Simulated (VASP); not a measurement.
The system is Sb.

```
Sb
1.0
     2.15420    1.24373    3.75800
    -2.15420    1.24373    3.75800
     0.00000   -2.48746    3.75800
Sb
2
Cartesian
  0.0000 0.0000 2.6324
  0.0000 0.0000 8.6416
```

| Quantity | Value |
| --- | --- |
| Program | VASP 6.6.1 |
| Task | relaxation of cell and atoms |
| Functional | LDA |
| Potentials or basis | VASP PAW LDA potentials, release 64 (Sb) |
| Cutoff | 500 eV |
| k mesh | 6 × 6 × 6 |
| Occupations | fermi-dirac, width 0.1 eV |
| Spin | no spin polarisation |

At the start: pressure -0.9 GPa; volume 30.21 Å³/atom.

Q: Where does the relaxation end?

A: Over 6 steps the energy falls by 2.1 meV/atom and the volume is 29.51 Å³/atom (-2.3 %); space group R-3m (No. 166, to 0.05 Å).

Step by step:
```csv
step,energy change (eV),largest force (eV/Å),pressure (GPa),volume (Å³)
1,0.0000,0.0050,-0.89,60.41
2,-0.0019,0.1336,0.55,58.96
3,-0.0027,0.0878,0.02,59.47
4,-0.0035,0.0605,0.02,59.34
5,-0.0042,0.0174,0.03,58.96
6,-0.0043,0.0048,0.03,59.02
```

Final structure:
```cif
data_structure
_symmetry_space_group_name_H-M 'P 1'
_symmetry_Int_Tables_number 1
_cell_length_a 4.4529
_cell_length_b 4.4529
_cell_length_c 4.4529
_cell_angle_alpha 57.626
_cell_angle_beta 57.626
_cell_angle_gamma 57.626
_cell_volume 59.02
loop_
_atom_site_label
_atom_site_type_symbol
_atom_site_fract_x
_atom_site_fract_y
_atom_site_fract_z
_atom_site_occupancy
Sb1 Sb 0.23474 0.23474 0.23474 1
Sb2 Sb 0.76526 0.76526 0.76526 1
```
